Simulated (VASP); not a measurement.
# WSe2 (Amm2) in VASP: a series of runs, part 2 of 2

VASP 6.6.1. The steps go on from the part before.

## 3. Single point, PBE+D3(BJ)

This run uses another cell than the first one, of the same volume but with other edges.

The input, INCAR:

```
SYSTEM = WSe2
ALGO = Normal
EDIFF = 1E-6
ENCUT = 520
GGA = PE
ISIF = 2
ISMEAR = 0
IVDW = 12
LASPH = .TRUE.
LCHARG = .FALSE.
LREAL = .FALSE.
LWAVE = .FALSE.
NBANDS = 20
NELM = 80
PREC = Accurate
SIGMA = 0.05
```

The input, KPOINTS:

```
k-points
0
G
  9 9 4
  0 0 0
```

The input, POSCAR:

```
WSe2
1.0
    3.6942690064      0.0000000000      0.0000000000
   -1.8471345032      2.3474253871      0.0000000000
    0.0000000000      0.0000000000      7.3327815212
W Se
1 2
Direct
    0.0000000000      0.0000000000      0.0000000000
    0.3333333333      0.6666666667      0.2405528385
    0.3333333333      0.6666666667      0.7594471615
```

Potentials or basis: VASP PAW PBE potentials, release 64 (W_sv, Se).

Command:

```bash
$ cat potpaw_PBE.64/W_sv/POTCAR potpaw_PBE.64/Se/POTCAR > POTCAR
$ mpirun -np 1 vasp_std > vasp.out
```

OUTCAR:

```text
SYSTEM = WSe2
   EDIFF = 1E-6
   ENCUT = 520
   GGA = PE
   ISIF = 2
   ISMEAR = 0
   IVDW = 12
   LASPH = .TRUE.
   LREAL = .FALSE.
   NELM = 80
   PREC = Accurate
 IVDW          = 12

 ion  position               nearest neighbor table
   1  0.000  0.000  0.000-   2 2.36   3 2.36   2 2.67   3 2.67   2 2.67   3 2.67
   2  0.333  0.667  0.241-   1 2.36   1 2.67   1 2.67
   3  0.333  0.667  0.759-   1 2.36   1 2.67   1 2.67

  Warning from LATTYP: Monoclinic adjustment (A1->A3, A2->A1, A3->A2)!
  LATTYP: Found a base centered orthorhombic cell.
 ALAT       =     3.6942690064
 B/A-ratio  =     1.2708470244
 C/A-ratio  =     1.9849073006

  Lattice vectors:

 A1 = (   1.8471345032,  -2.3474253871,   0.0000000000)
 A2 = (   1.8471345032,   2.3474253871,   0.0000000000)
 A3 = (   0.0000000000,   0.0000000000,   7.3327815212)

Analysis of symmetry for initial positions (statically):
=====================================================================
 Subroutine PRICEL returns:
 Original cell was already a primitive cell.

 Routine SETGRP: Setting up the symmetry group for a
 base centered orthorhombic supercell.

 Subroutine GETGRP returns: Found  4 space group operations
 (whereof  4 operations were pure point group operations)
 out of a pool of  8 trial point group operations.

The static configuration has the point symmetry C_2v.

Analysis of symmetry for dynamics (positions and initial velocities):
=====================================================================
 Subroutine PRICEL returns:
 Original cell was already a primitive cell.

 Routine SETGRP: Setting up the symmetry group for a
 base centered orthorhombic supercell.

 Subroutine GETGRP returns: Found  4 space group operations
 (whereof  4 operations were pure point group operations)
 out of a pool of  8 trial point group operations.

The dynamic configuration has the point symmetry C_2v.

 Subroutine INISYM returns: Found  4 space group operations
 (whereof  4 operations are pure point group operations),
 and found     1 'primitive' translations

----------------------------------------------------------------------------------------

                                     Primitive cell

  volume of cell :      63.5900

  direct lattice vectors                    reciprocal lattice vectors
     3.694269006  0.000000000  0.000000000     0.270689546  0.212999315  0.000000000
    -1.847134503  2.347425387  0.000000000     0.000000000  0.425998630  0.000000000
     0.000000000  0.000000000  7.332781521     0.000000000  0.000000000  0.136373898

  length of vectors
     3.694269006  2.987023907  7.332781521     0.344443810  0.425998630  0.136373898

  position of ions in fractional coordinates (direct lattice)
     0.000000000  0.000000000  0.000000000
     0.333333333  0.666666667  0.240552839
     0.333333333  0.666666667  0.759447161

  ion indices of the primitive-cell ions
   primitive index   ion index
                 1           1
                 2           2
                 3           3

----------------------------------------------------------------------------------------

 KPOINTS: k-points

Automatic generation of k-mesh.
 Grid dimensions read from file:
 generate k-points for:    9    9    4

 Generating k-lattice:

  Cartesian coordinates                     Fractional coordinates (reciprocal lattice)
     0.030076616  0.023666591  0.000000000     0.111111111  0.000000000  0.000000000
     0.000000000  0.047333181  0.000000000     0.000000000  0.111111111  0.000000000
     0.000000000  0.000000000  0.034093475     0.000000000  0.000000000  0.250000000

  Length of vectors
     0.038271534  0.047333181  0.034093475

  Shift w.r.t. Gamma in fractional coordinates (k-lattice)
     0.000000000  0.000000000  0.000000000

 Subroutine IBZKPT returns following result:
 ===========================================

 Found     75 irreducible k-points:

 Following reciprocal coordinates:
            Coordinates               Weight
  0.000000  0.000000  0.000000      1.000000
  0.111111  0.000000  0.000000      4.000000
  0.222222  0.000000  0.000000      4.000000
  0.333333  0.000000  0.000000      4.000000
  0.444444  0.000000  0.000000      4.000000
  0.000000  0.111111  0.000000      2.000000
[... 16 lines left out ...]
  0.333333  0.333333  0.000000      2.000000
  0.000000  0.444444  0.000000      2.000000
 [... further k-points ...]
   k-points           NKPTS =     75   k-points in BZ     NKDIM =     75   number of bands    NBANDS=     20
   number of dos      NEDOS =    301   number of ions     NIONS =      3
   total plane-waves  NPLWV =  37632
   dimension x,y,z NGX =    28 NGY =   24 NGZ =   56
   dimension x,y,z NGXF=    56 NGYF=   48 NGZF=  112
   ions per type =               1   2
   NGX,Y,Z   is equivalent  to a cutoff of  12.60, 13.36, 12.70 a.u.
   NGXF,Y,Z  is equivalent  to a cutoff of  25.20, 26.71, 25.39 a.u.
 SYSTEM =  WSe2
   PREC   = accura    normal or accurate (medium, high low for compatibility)
   ISTART =      0    job   : 0-new  1-cont  2-samecut
   ICHARG =      2    charge: 1-file 2-atom 10-const
   ISPIN  =      1    spin polarized calculation?
   LNONCOLLINEAR =      F non collinear calculations
   LSORBIT =      F    spin-orbit coupling
   LASPH  =      T    aspherical Exc in radial PAW
   ENCUT  =  520.0 eV  38.22 Ry    6.18 a.u.   6.87  5.55 13.63*2*pi/ulx,y,z
   NELM   =     80;   NELMIN=  2; NELMDL= -5     # of ELM steps
   EDIFF  = 0.1E-05   stopping-criterion for ELM
   LREAL  =      F    real-space projection
   EDIFFG = 0.1E-04   stopping-criterion for IOM
   NSW    =      0    number of steps for IOM
   IBRION =     -1    ionic relax: 0-MD 1-quasi-New 2-CG
   NFREE  =      0    steps in history (QN), initial steepest desc. (CG)
   ISIF   =      2    stress and relaxation
   ISYM   =      2    0-nonsym 1-usesym 2-fastsym
   POTIM  = 0.5000    time-step for ionic-motion
   TEBEG  =    0.0;   TEEND  =   0.0 temperature during run
   PSTRESS=    0.0 pullay stress
   NELECT =      26.0000    total number of electrons
   NUPDOWN=      -1.0000    fix difference up-down
   EMIN   =  10.00;   EMAX   =-10.00  energy-range for DOS
   EFERMI =   0.00;   METHOD = LEGACY
   ISMEAR =     0;   SIGMA  =   0.05  broadening in eV -4-tet -1-fermi 0-gaus
   EFERMI_NEDOS =   21; number of points for ismear=-14 and -15
   IALGO  =     38    algorithm
   IMIX   =      4    mixing-type and parameters
     AMIX     =   0.40;   BMIX     =  1.00
     AMIX_MAG =   1.60;   BMIX_MAG =  1.00
  volume/ion in A,a.u.               =      21.20       143.04
  Fermi-wavevector in a.u.,A,eV,Ry     =   1.215075  2.296158 20.087726  1.476406
  Thomas-Fermi vector in A             =   2.350473
   LORBIT       =      0    0 simple, 1 ext, 2 COOP (PROOUT), +10 PAW based schemes
   GGA     = PE    functional components
   LHFCALC =     F    Hartree Fock is set to
   AEXX    =    0.0000 exact exchange contribution
   IVDW    =    12    specifies the selected vdW correction
   LEPSILON=     F    determine dielectric tensor
   LRPA    =     F    only Hartree local field effects (RPA)
 non-spin polarized calculation
 Gauss-broadening in eV      SIGMA  =   0.05
  energy-cutoff  :      520.00
  volume of cell :       63.59
 maximum number of plane-waves:      1734
   NGX = 13   NGY = 11   NGZ = 27

 number of electron      26.0000000 magnetization

 Free energy of the ion-electron system (eV)
  ---------------------------------------------------
  ext. energy  EPLUGINS =         0.00000000
  ---------------------------------------------------
  free energy    TOTEN  =       -19.93707077 eV

  energy without entropy =      -19.93693715  energy(sigma->0) =      -19.93700396

 E-fermi :   6.4936     XC(G=0): -10.3027

 val. band max:        6.4588685245   @ k =   0.0000   0.0000   0.5000
 cond. band min:       6.5550646979   @ k =  -0.3333   0.1111   0.0000
 fundamental gap:      0.0961961733
 Fermi energy:         6.4935630231

 k-point     1 :       0.0000    0.0000    0.0000
  band No.  band energies     occupation
      1     -68.0756      2.00000
      2     -32.5353      2.00000
      3     -32.1819      2.00000
      4     -31.9941      2.00000
      5      -9.7029      2.00000
      6      -8.5881      2.00000
[... 12 lines left out ...]
     19      13.2826      0.00000
[... 513 lines left out ...]
      4     -32.4269      2.00000
      5      -6.4874      2.00000
      6      -6.3926      2.00000
[... 12 lines left out ...]
     19      12.1032      0.00000
     20      12.2617      0.00000

 [... further k-points ...]

------------------------ aborting loop because EDIFF is reached ----------------------------------------

 Edisp (eV)   -1.33261

 E8    (eV) :    -0.5950

  FORCE on cell =-STRESS in cart. coord.  units (eV):
  Direction    XX          YY          ZZ          XY          YZ          ZX
  --------------------------------------------------------------------------------------
  -------------------------------------------------------------------------------------
  Total      -0.86055    13.05283    -1.09665     0.00000     0.00000     0.00000
  in kB     -21.68184   328.87152   -27.63055     0.00000     0.00000     0.00000
  external pressure =       93.19 kB  Pullay stress =        0.00 kB

 VOLUME and BASIS-vectors are now :
 -----------------------------------------------------------------------------
  energy-cutoff  :      520.00
  volume of cell :       63.59
      direct lattice vectors                 reciprocal lattice vectors
     3.694269006  0.000000000  0.000000000     0.270689546  0.212999315  0.000000000
    -1.847134503  2.347425387  0.000000000     0.000000000  0.425998630  0.000000000
     0.000000000  0.000000000  7.332781521     0.000000000  0.000000000  0.136373898

 POSITION                                       TOTAL-FORCE (eV/Angst)
 -----------------------------------------------------------------------------------
      0.00000      0.00000      0.00000        -0.000000     -3.075508      0.000000
     -0.00000      1.56495      1.76392         0.000000      1.537754     -0.156979
     -0.00000      1.56495      5.56886         0.000000      1.537754      0.156979
 -----------------------------------------------------------------------------------
    total drift:                               -0.000001     -0.000141     -0.000000

  FREE ENERGIE OF THE ION-ELECTRON SYSTEM (eV)
  ---------------------------------------------------
  free  energy   TOTEN  =       -21.2696762698 eV

  energy  without entropy=      -21.2695426431  energy(sigma->0) =      -21.26960946
```

OSZICAR:

```text
N       E                     dE             d eps       ncg     rms          rms(c)
DAV:   1     0.197690584849E+03    0.19769E+03   -0.12630E+04  3008   0.126E+03
DAV:   2    -0.103793505999E+02   -0.20807E+03   -0.20148E+03  3528   0.331E+02
DAV:   3    -0.205855366591E+02   -0.10206E+02   -0.10047E+02  3708   0.673E+01
DAV:   4    -0.207254137865E+02   -0.13988E+00   -0.13972E+00  3540   0.844E+00
DAV:   5    -0.207270711908E+02   -0.16574E-02   -0.16573E-02  3532   0.998E-01    0.224E+01
DAV:   6    -0.201603845542E+02    0.56669E+00   -0.32051E+00  3356   0.111E+01    0.879E+00
DAV:   7    -0.200964715520E+02    0.63913E-01   -0.27424E+00  3096   0.725E+00    0.490E+00
DAV:   8    -0.199356114606E+02    0.16086E+00   -0.80256E-01  3188   0.476E+00    0.933E-01
DAV:   9    -0.199370759550E+02   -0.14645E-02   -0.30559E-02  3544   0.106E+00    0.616E-01
DAV:  10    -0.199368723205E+02    0.20363E-03   -0.35592E-03  3308   0.442E-01    0.129E-01
DAV:  11    -0.199369941741E+02   -0.12185E-03   -0.30387E-04  3384   0.124E-01    0.786E-02
DAV:  12    -0.199370484475E+02   -0.54273E-04   -0.66863E-05  3308   0.483E-02    0.176E-02
DAV:  13    -0.199370692099E+02   -0.20762E-04   -0.15984E-05  3360   0.232E-02    0.507E-03
DAV:  14    -0.199370705638E+02   -0.13540E-05   -0.28797E-06  3216   0.881E-03    0.365E-03
DAV:  15    -0.199370707721E+02   -0.20832E-06   -0.19846E-07  2244   0.256E-03
   1 F= -.21269676E+02 E0= -.21269609E+02  d E =-.133627E-03
```

stdout:

```text
POSCAR found type information on POSCAR W Se
 POSCAR found :  2 types and       3 ions
 scaLAPACK will be used
 LDA part: xc-table for (Slater+PW92), standard interpolation
 POSCAR, INCAR and KPOINTS ok, starting setup
 FFT: planning ... GRIDC
 FFT: planning ... GRID_SOFT
 FFT: planning ... GRID
 WAVECAR not read
 entering main loop
```

It took 2.2 min on 1 thread of AMD EPYC 7R13, shared host; peak memory 0.23 GiB.

What came out:

* Free energy: -21.2697 eV
* Pressure: 9.3 GPa
* Largest force: 3.076 eV/Å
* Band gap on the k mesh: 0.10 eV (least direct gap 0.41 eV)
* Dispersion energy per atom: -0.444 eV

Forces in eV/Å, atoms in the order of the input:
```
W    0.000 -3.076  0.000
Se   0.000  1.538 -0.157
Se   0.000  1.538  0.157
```

Stress tensor (GPa, compression positive):
```
-2.17  0.00  0.00
 0.00 32.89  0.00
 0.00  0.00 -2.76
```

Caveat: the cell differs from its parent crystal (strain +e along x and -e along y +0.1500, strain +e along z and -e/2 along x and y +0.0467); the cell stands under pressure; spin-orbit coupling is left out, which moves the levels of the heavy elements; an odd mesh through Γ misses points on the zone boundary, where band edges can lie; forces of over 1 eV/Å act on the atoms, so gaps and moduli don't describe the material at rest.

## 4. Single point, PBE+D3(BJ)

This run uses another cell than the first one, of the same volume but with other edges.

The input, INCAR:

```
PREC     = Accurate       # precision mode
ENCUT    = 520            # plane-wave cutoff, eV
EDIFF    = 1E-6           # SCF threshold, eV
ISMEAR   = 0              # smearing method
SIGMA    = 0.05           # smearing width, eV
LREAL    = False          # projectors in reciprocal space
LASPH    = True           # aspherical terms in the spheres
NELM     = 60             # most SCF steps
ALGO     = Normal         # electronic algorithm
ISIF     = 2              # what is computed and relaxed
LWAVE    = False          # write WAVECAR
LCHARG   = False          # write CHGCAR
GGA      = PE             # functional
IVDW     = 12             # dispersion correction
NBANDS   = 20             # bands
```

The input, KPOINTS:

```
regular mesh
0
Gamma
  9 9 4
```

The input, POSCAR:

```
WSe2
1.0
    2.7105733583      0.0000000000      0.0000000000
   -1.3552866791      3.1993308079      0.0000000000
    0.0000000000      0.0000000000      7.3327815212
W Se
1 2
Direct
    0.0000000000      0.0000000000      0.0000000000
    0.3333333333      0.6666666667      0.2405528385
    0.3333333333      0.6666666667      0.7594471615
```

Command:

```bash
$ cat potpaw_PBE.64/W_sv/POTCAR potpaw_PBE.64/Se/POTCAR > POTCAR
$ mpirun -np 1 vasp_std > vasp.out
```

It took 1.9 min on 1 thread of AMD EPYC 7R13, shared host; peak memory 0.22 GiB.

Results (log left out):

* Free energy: -20.6976 eV
* Pressure: 12.0 GPa
* Largest force: 1.236 eV/Å
* Band gap on the k mesh: zero (bands 13 and 14 overlap by 1.40 eV)
* Dispersion energy per atom: -0.444 eV

Forces in eV/Å, atoms in the order of the input:
```
W    0.000  1.236  0.000
Se   0.000 -0.618  0.133
Se   0.000 -0.618 -0.133
```

Stress tensor (GPa, compression positive):
```
 49.58   0.00   0.00
  0.00 -12.84   0.00
  0.00   0.00  -0.78
```

Levels at points of the mesh, in eV from the Fermi level:
```tsv
k point	band 11	band 12	band 13	band 14	band 15	band 16
(0.00, 0.00, 0.00)	-2.70	-0.24	-0.02	0.38	0.49	2.69
(0.00, 0.00, 0.50)	-2.41	-0.23	-0.03	0.36	0.68	3.55
```

Caveat: the cell differs from its parent crystal (strain +e along x and -e along y -0.1500, strain +e along z and -e/2 along x and y +0.0467); the cell stands under pressure; spin-orbit coupling is left out, which moves the levels of the heavy elements; forces of over 1 eV/Å act on the atoms, so gaps and moduli don't describe the material at rest.

## 5. Summary

| cell | gap on the mesh (eV) | pressure (GPa) | largest force (eV/Å) |
| --- | --- | --- | --- |
| a = 2.902, b = 3.665, c = 6.515 Å, angles 90.0, 90.0, 113.3°, 3 atoms | 0.58 | 11.8 | 1.94 |
| a = 3.694, b = 2.987, c = 7.333 Å, angles 90.0, 90.0, 128.2°, 3 atoms | 0.10 | 9.3 | 3.08 |
| a = 2.711, b = 3.475, c = 7.333 Å, angles 90.0, 90.0, 113.0°, 3 atoms | none | 12.0 | 1.24 |

Alike in all rows: task single point; level PBE+D3(BJ); potentials or basis VASP PAW PBE potentials, release 64 (W_sv, Se); no spin polarisation; k mesh 9 × 9 × 4; cutoff (eV) 520; smearing gaussian 0.05 eV.

Caveats: the cell stands under pressure; spin-orbit coupling is left out, which moves the levels of the heavy elements; forces of over 1 eV/Å act on the atoms, so gaps and moduli don't describe the material at rest; an odd mesh through Γ misses points on the zone boundary, where band edges can lie (at least some runs).

Absolute energies hang on the potentials; compare differences alone.
